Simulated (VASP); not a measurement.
Set up this calculation in VASP 6.6.1, as the native input.

- Task: single point
- Functional: PBE
- Potentials or basis: VASP PAW PBE potentials, release 64 (Ge_d)
- Cutoff: 520 eV
- k mesh: 22 × 22 × 22
- Occupations: gaussian, width 0.1 eV
- Spin: no spin polarisation
- Dipole correction: no
- k mesh for the DOS: 33 × 33 × 33
- Occupations for the DOS: tetrahedron
- Further INCAR settings: ALGO = Normal; EDIFF = 1e-06

The system is Ge.

```
Ge
1.0
     0.00000    2.26564    2.26618
     1.88509    0.00000    2.26618
     1.88509    2.26564    0.00000
Ge
1
Cartesian
  0.0000 0.0000 0.0000
```

The input as run:

POSCAR

```
Ge
1.0
    0.0000000000      2.2656439721      2.2661837220
    1.8850939064      0.0000000000      2.2661837220
    1.8850939064      2.2656439721      0.0000000000
Ge
1
Direct
    0.0000000000      0.0000000000      0.0000000000
```

INCAR.step1

```
SYSTEM = Ge
PREC = Accurate ; ENCUT = 520
EDIFF = 1E-6 ; ISMEAR = 0
SIGMA = 0.1 ; LREAL = .False.
LASPH = .True. ; NELM = 100
ALGO = Normal ; ISIF = 2
LWAVE = .False. ; LCHARG = .True.
GGA = PE ; NBANDS = 13
```

KPOINTS.step1

```
Automatic mesh
0
Gamma
  22 22 22
  0 0 0
```

INCAR.step2

```
SYSTEM = Ge
PREC = Accurate ; ENCUT = 520
EDIFF = 1E-6 ; ISMEAR = -5
SIGMA = 0.1 ; LREAL = .False.
LASPH = .True. ; NELM = 100
ALGO = Normal ; ISIF = 2
LWAVE = .False. ; LCHARG = .False.
GGA = PE ; LORBIT = 10
NEDOS = 1001 ; ICHARG = 11
```

KPOINTS.step2

```
Automatic mesh
0
Gamma
  33 33 33
  0 0 0
```

Potentials or basis: VASP PAW PBE potentials, release 64 (Ge_d).

Run with:

```sh
$ cat potpaw_PBE.64/Ge_d/POTCAR > POTCAR
$ cp INCAR.step1 INCAR
$ cp KPOINTS.step1 KPOINTS
$ mpirun -np 1 vasp_std > vasp.out
$ cp INCAR.step2 INCAR
$ cp KPOINTS.step2 KPOINTS
$ mpirun -np 1 vasp_std > vasp.out
```

It gave:

```json
{
  "Valence electrons inside the program's atomic spheres": "Ge 12.17"
}
```

It took 5.2 min on 1 thread of Intel(R) Xeon(R) Platinum 8488C (Sapphire Rapids), with other jobs on the host, peak memory 1.1 GiB.
